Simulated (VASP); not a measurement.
MnO, 2 atoms in the cell. It takes space group Fm-3m (No. 225, cubic). Conventional cell: a = 4.357 Å, b = 4.357 Å, c = 4.357 Å, α = 90.00°, β = 90.00°, γ = 90.00°. Mn (site symmetry m-3m) has 6 O at 2.18 Å within 2.9 Å. Within 2.9 Å of O (site symmetry m-3m) lie 6 Mn at 2.18 Å. 

| Property | Result |
| --- | --- |
| Program | VASP 6.6.1 |
| Task | single point |
| Functional | RPBE |
| Dispersion | D4 |
| Potentials or basis | VASP PAW PBE potentials, release 64 (Mn_sv, O) |
| Cutoff | 600 eV |
| k mesh | 10 × 10 × 10 |
| Occupations | fermi-dirac, width 0.05 eV |
| Spin | collinear spin, ferromagnetic start |
| Starting moments | [4.0, 0.0] μB |
| Dipole correction | no |
| Second run | valence_matched |
| Further INCAR settings | ALGO = Normal; EDIFF = 1e-06; NBANDS = 22 |

Potentials or basis: VASP PAW PBE potentials, release 64 (Mn_sv, O).

Run with:

```sh
$ cat potpaw_PBE.64/Mn_sv/POTCAR potpaw_PBE.64/O/POTCAR > POTCAR
$ mpirun -np 1 vasp_std > vasp.out
```

Hardware: 1 thread of Intel(R) Xeon(R) Platinum 8259CL CPU @ 2.50GHz (Skylake/Cascade Lake) (shared host).

Task: Estimate the wall time of this run.

Result: Run time: 76 s on 1 thread of Intel(R) Xeon(R) Platinum 8259CL CPU @ 2.50GHz (Skylake/Cascade Lake), with other jobs on the host, peak memory 0.19 GiB. Counts: scf iterations 15, k points 47.
